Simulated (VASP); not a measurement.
# SnTe (F-43m) in VASP: single point with PBEsol

Aim: the single point of SnTe with PBEsol.

All numbers are computed with VASP 6.6.1; they aren't measurements. Logs are shortened: lines on timing, memory, paths and dates and some standing lists are left out, and cuts for length are marked.

## 1. The cell of the first run

Symmetry: F-43m, No. 216, cubic system. The conventional cell has a = 7.217 Å, b = 7.217 Å, c = 7.217 Å, α = 90.00°, β = 90.00°, γ = 90.00°. Sn (site symmetry -43m) has 4 Te at 3.12 Å within 4.1 Å. Te (site symmetry -43m) has 4 Sn at 3.12 Å within 4.1 Å.

## 2. Single point, PBEsol (strained)

Contents of INCAR:

```
  PREC = Accurate
  ENCUT = 520
  EDIFF = 1E-7
  ISMEAR = 0
  SIGMA = 0.05
  LREAL = False
  LASPH = True
  NELM = 100
  ALGO = Normal
  ISIF = 2
  LWAVE = False
  LCHARG = True
  GGA = PS
  LELF = True
  LVHAR = True
  NBANDS = 17
```

Contents of KPOINTS:

```
Automatic mesh
0
Gamma
  8 8 8
```

Contents of POSCAR:

```
SnTe
1.0
    0.0000000000      3.6082931947      3.6082931947
    3.6082931947      0.0000000000      3.6082931947
    3.6082931947      3.6082931947      0.0000000000
Sn Te
1 1
Direct
    0.0000000000      0.0000000000      0.0000000000
    0.7500000000      0.7500000000      0.7500000000
```

Potentials or basis: VASP PAW PBE potentials, release 64 (Sn_d, Te).

Command:

```bash
> cat potpaw_PBE.64/Sn_d/POTCAR potpaw_PBE.64/Te/POTCAR > POTCAR
> mpirun -np 1 vasp_std > vasp.out
```

OUTCAR:

```text
PREC = Accurate
   ENCUT = 520
   EDIFF = 1E-7
   ISMEAR = 0
   LREAL = False
   LASPH = True
   NELM = 100
   ISIF = 2
   GGA = PS

 ion  position               nearest neighbor table
   1  0.000  0.000  0.000-   2 3.12   2 3.12   2 3.12   2 3.12
   2  0.750  0.750  0.750-   1 3.12   1 3.12   1 3.12   1 3.12

  LATTYP: Found a face centered cubic cell.
 ALAT       =     7.2165863894

  Lattice vectors:

 A1 = (   0.0000000000,   3.6082931947,   3.6082931947)
 A2 = (   3.6082931947,   0.0000000000,   3.6082931947)
 A3 = (   3.6082931947,   3.6082931947,   0.0000000000)

Analysis of symmetry for initial positions (statically):
=====================================================================
 Subroutine PRICEL returns:
 Original cell was already a primitive cell.

 Routine SETGRP: Setting up the symmetry group for a
 face centered cubic supercell.

 Subroutine GETGRP returns: Found 24 space group operations
 (whereof 24 operations were pure point group operations)
 out of a pool of 48 trial point group operations.

The static configuration has the point symmetry T_d .

Analysis of symmetry for dynamics (positions and initial velocities):
=====================================================================
 Subroutine PRICEL returns:
 Original cell was already a primitive cell.

 Routine SETGRP: Setting up the symmetry group for a
 face centered cubic supercell.

 Subroutine GETGRP returns: Found 24 space group operations
 (whereof 24 operations were pure point group operations)
 out of a pool of 48 trial point group operations.

The dynamic configuration has the point symmetry T_d .

 Subroutine INISYM returns: Found 24 space group operations
 (whereof 24 operations are pure point group operations),
 and found     1 'primitive' translations

----------------------------------------------------------------------------------------

                                     Primitive cell

  volume of cell :      93.9584

  direct lattice vectors                    reciprocal lattice vectors
     0.000000000  3.608293195  3.608293195    -0.138569671  0.138569671  0.138569671
     3.608293195  0.000000000  3.608293195     0.138569671 -0.138569671  0.138569671
     3.608293195  3.608293195  0.000000000     0.138569671  0.138569671 -0.138569671

  length of vectors
     5.102897173  5.102897173  5.102897173     0.240009710  0.240009710  0.240009710

  position of ions in fractional coordinates (direct lattice)
     0.000000000  0.000000000  0.000000000
     0.750000000  0.750000000  0.750000000

  ion indices of the primitive-cell ions
   primitive index   ion index
                 1           1
                 2           2

----------------------------------------------------------------------------------------

 KPOINTS: Automatic mesh

Automatic generation of k-mesh.
 Grid dimensions read from file:
 generate k-points for:    8    8    8

 Generating k-lattice:

  Cartesian coordinates                     Fractional coordinates (reciprocal lattice)
    -0.017321209  0.017321209  0.017321209     0.125000000  0.000000000  0.000000000
     0.017321209 -0.017321209  0.017321209     0.000000000  0.125000000  0.000000000
     0.017321209  0.017321209 -0.017321209     0.000000000  0.000000000  0.125000000

  Length of vectors
     0.030001214  0.030001214  0.030001214

  Shift w.r.t. Gamma in fractional coordinates (k-lattice)
     0.000000000  0.000000000  0.000000000

 Subroutine IBZKPT returns following result:
 ===========================================

 Found     29 irreducible k-points:

 Following reciprocal coordinates:
            Coordinates               Weight
  0.000000  0.000000  0.000000      1.000000
  0.125000  0.000000  0.000000      8.000000
  0.250000  0.000000  0.000000      8.000000
  0.375000  0.000000  0.000000      8.000000
  0.500000  0.000000  0.000000      4.000000
  0.125000  0.125000  0.000000      6.000000
[... 16 lines left out ...]
  0.500000  0.250000  0.125000     48.000000
 -0.375000  0.250000  0.125000     24.000000
 [... further k-points ...]
   k-points           NKPTS =     29   k-points in BZ     NKDIM =     29   number of bands    NBANDS=     17
   number of dos      NEDOS =    301   number of ions     NIONS =      2
   total plane-waves  NPLWV =  64000
   dimension x,y,z NGX =    40 NGY =   40 NGZ =   40
   dimension x,y,z NGXF=    80 NGYF=   80 NGZF=   80
   ions per type =               1   1
   NGX,Y,Z   is equivalent  to a cutoff of  13.03, 13.03, 13.03 a.u.
   NGXF,Y,Z  is equivalent  to a cutoff of  26.06, 26.06, 26.06 a.u.
 SYSTEM =  unknown system
   PREC   = accura    normal or accurate (medium, high low for compatibility)
   ISTART =      0    job   : 0-new  1-cont  2-samecut
   ICHARG =      2    charge: 1-file 2-atom 10-const
   ISPIN  =      1    spin polarized calculation?
   LNONCOLLINEAR =      F non collinear calculations
   LSORBIT =      F    spin-orbit coupling
   LASPH  =      T    aspherical Exc in radial PAW
   ENCUT  =  520.0 eV  38.22 Ry    6.18 a.u.   9.49  9.49  9.49*2*pi/ulx,y,z
   NELM   =    100;   NELMIN=  2; NELMDL= -5     # of ELM steps
   EDIFF  = 0.1E-06   stopping-criterion for ELM
   LREAL  =      F    real-space projection
   EDIFFG = 0.1E-05   stopping-criterion for IOM
   NSW    =      0    number of steps for IOM
   IBRION =     -1    ionic relax: 0-MD 1-quasi-New 2-CG
   NFREE  =      0    steps in history (QN), initial steepest desc. (CG)
   ISIF   =      2    stress and relaxation
   ISYM   =      2    0-nonsym 1-usesym 2-fastsym
   POTIM  = 0.5000    time-step for ionic-motion
   TEBEG  =    0.0;   TEEND  =   0.0 temperature during run
   PSTRESS=    0.0 pullay stress
   NELECT =      20.0000    total number of electrons
   NUPDOWN=      -1.0000    fix difference up-down
   EMIN   =  10.00;   EMAX   =-10.00  energy-range for DOS
   EFERMI =   0.00;   METHOD = LEGACY
   ISMEAR =     0;   SIGMA  =   0.05  broadening in eV -4-tet -1-fermi 0-gaus
   EFERMI_NEDOS =   21; number of points for ismear=-14 and -15
   IALGO  =     38    algorithm
   IMIX   =      4    mixing-type and parameters
     AMIX     =   0.40;   BMIX     =  1.00
     AMIX_MAG =   1.60;   BMIX_MAG =  1.00
  volume/ion in A,a.u.               =      46.98       317.03
  Fermi-wavevector in a.u.,A,eV,Ry     =   0.977477  1.847163 12.999828  0.955460
  Thomas-Fermi vector in A             =   2.108177
   LORBIT       =      0    0 simple, 1 ext, 2 COOP (PROOUT), +10 PAW based schemes
   GGA     = PS    functional components
   LHFCALC =     F    Hartree Fock is set to
   AEXX    =    0.0000 exact exchange contribution
   IVDW    =     0    specifies the selected vdW correction
   LEPSILON=     F    determine dielectric tensor
   LRPA    =     F    only Hartree local field effects (RPA)
 non-spin polarized calculation
 Gauss-broadening in eV      SIGMA  =   0.05
  energy-cutoff  :      520.00
  volume of cell :       93.96
 maximum number of plane-waves:      2637
 NGX is ok and might be reduce to    40
   NGX = 19   NGY = 19   NGZ = 19

 number of electron      20.0000000 magnetization

 Free energy of the ion-electron system (eV)
  ---------------------------------------------------
  ext. energy  EPLUGINS =         0.00000000
  ---------------------------------------------------
  free energy    TOTEN  =        -7.60459820 eV

  energy without entropy =       -7.60413931  energy(sigma->0) =       -7.60436876

 E-fermi :   3.1150     XC(G=0):  -7.6382

 val. band max:        3.0910962900   @ k =  -0.2500   0.5000   0.2500
 cond. band min:       3.1175806844   @ k =   0.5000   0.5000   0.0000
 fundamental gap:      0.0264843944
 Fermi energy:         3.1149562711

 k-point     1 :       0.0000    0.0000    0.0000
  band No.  band energies     occupation
      1     -18.6398      2.00000
      2     -18.6398      2.00000
      3     -18.6398      2.00000
      4     -18.6304      2.00000
      5     -18.6304      2.00000
      6      -8.5010      2.00000
[... 9 lines left out ...]
     16       9.4797      0.00000
     17      10.5866      0.00000

 k-point     2 :       0.1250    0.0000    0.0000
  band No.  band energies     occupation
      1     -18.6400      2.00000
      2     -18.6395      2.00000
      3     -18.6395      2.00000
      4     -18.6303      2.00000
      5     -18.6303      2.00000
      6      -8.4346      2.00000
[... 9 lines left out ...]
     16       9.0806      0.00000
     17      10.2256      0.00000

 k-point     3 :       0.2500    0.0000    0.0000
  band No.  band energies     occupation
      1     -18.6404      2.00000
      2     -18.6390      2.00000
      3     -18.6390      2.00000
      4     -18.6303      2.00000
      5     -18.6303      2.00000
      6      -8.2590      2.00000
[... 9 lines left out ...]
     16       8.8825      0.00000
     17      10.1204      0.00000

 k-point     4 :       0.3750    0.0000    0.0000
  band No.  band energies     occupation
      1     -18.6409      2.00000
      2     -18.6386      2.00000
      3     -18.6386      2.00000
      4     -18.6302      2.00000
      5     -18.6302      2.00000
      6      -8.0544      2.00000
[... 9 lines left out ...]
     16       9.2948      0.00000
     17      10.1475      0.00000
[... 343 lines left out ...]
      1     -18.6413      2.00000
      2     -18.6385      2.00000
      3     -18.6383      2.00000
      4     -18.6306      2.00000
      5     -18.6300      2.00000
      6      -8.1147      2.00000
[... 9 lines left out ...]
     16       9.7148      0.00000
     17      11.3844      0.00000

 k-point    23 :       0.5000    0.2500    0.1250
  band No.  band energies     occupation
      1     -18.6415      2.00000
      2     -18.6382      2.00000
      3     -18.6379      2.00000
      4     -18.6305      2.00000
      5     -18.6300      2.00000
      6      -7.9354      2.00000
[... 9 lines left out ...]
     16      10.0931      0.00000
     17      10.8343      0.00000

 k-point    24 :      -0.3750    0.2500    0.1250
  band No.  band energies     occupation
      1     -18.6416      2.00000
      2     -18.6382      2.00000
      3     -18.6377      2.00000
      4     -18.6304      2.00000
      5     -18.6300      2.00000
      6      -7.8522      2.00000
[... 9 lines left out ...]
     16       9.9749      0.00000
     17      10.4770      0.00000

 [... further k-points ...]

------------------------ aborting loop because EDIFF is reached ----------------------------------------

  FORCE on cell =-STRESS in cart. coord.  units (eV):
  Direction    XX          YY          ZZ          XY          YZ          ZX
  --------------------------------------------------------------------------------------
  -------------------------------------------------------------------------------------
  Total       -0.7913870     -0.7913870     -0.7913870     -0.0000000      0.0000000     -0.0000000
  in kB      -13.4947257    -13.4947257    -13.4947257     -0.0000000      0.0000000     -0.0000000
  external PRESSURE =     -13.4947257 kB  Pullay stress =       0.0000000 kB

 VOLUME and BASIS-vectors are now :
 -----------------------------------------------------------------------------
  energy-cutoff  :      520.00
  volume of cell :       93.96
      direct lattice vectors                 reciprocal lattice vectors
     0.000000000  3.608293195  3.608293195    -0.138569671  0.138569671  0.138569671
     3.608293195  0.000000000  3.608293195     0.138569671 -0.138569671  0.138569671
     3.608293195  3.608293195  0.000000000     0.138569671  0.138569671 -0.138569671

 POSITION                                       TOTAL-FORCE (eV/Angst)
 -----------------------------------------------------------------------------------
      0.00000      0.00000      0.00000        -0.000000     -0.000000     -0.000000
      5.41244      5.41244      5.41244         0.000000      0.000000      0.000000
 -----------------------------------------------------------------------------------
    total drift:                                0.000000      0.000000      0.000000

  FREE ENERGIE OF THE ION-ELECTRON SYSTEM (eV)
  ---------------------------------------------------
  free  energy   TOTEN  =        -7.6045981995 eV

  energy  without entropy=       -7.6041393130  energy(sigma->0) =       -7.60436876
```

Run time: 51 s. Hardware: 1 thread of Intel Xeon 6975P-C, shared host; peak memory 0.26 GiB.

What came out:

```
Free energy            : -7.6046 eV
Pressure               : -1.3 GPa
Band gap on the k mesh : 0.03 eV, indirect (least direct gap 0.76 eV)
```

Levels at points of the mesh, in eV from the valence-band top:
| k point | band 8 | band 9 | band 10 | band 11 | band 12 | band 13 |
| --- | --- | --- | --- | --- | --- | --- |
| (0.00, 0.00, 0.00) | -1.97 | -1.97 | -1.97 | 0.96 | 0.96 | 0.96 |
| (0.50, 0.00, 0.00) | -2.50 | -2.50 | -2.10 | 1.76 | 1.76 | 3.35 |
| (0.50, 0.50, 0.00) | -3.17 | -3.17 | -0.73 | 0.03 | 3.85 | 3.85 |

Caveat: the cell differs from its parent crystal (strained); the PAW data sets were made with another functional, which shifts forces and pressure a little; spin-orbit coupling is left out, which moves the levels of the heavy elements. A k mesh can miss the band edges.
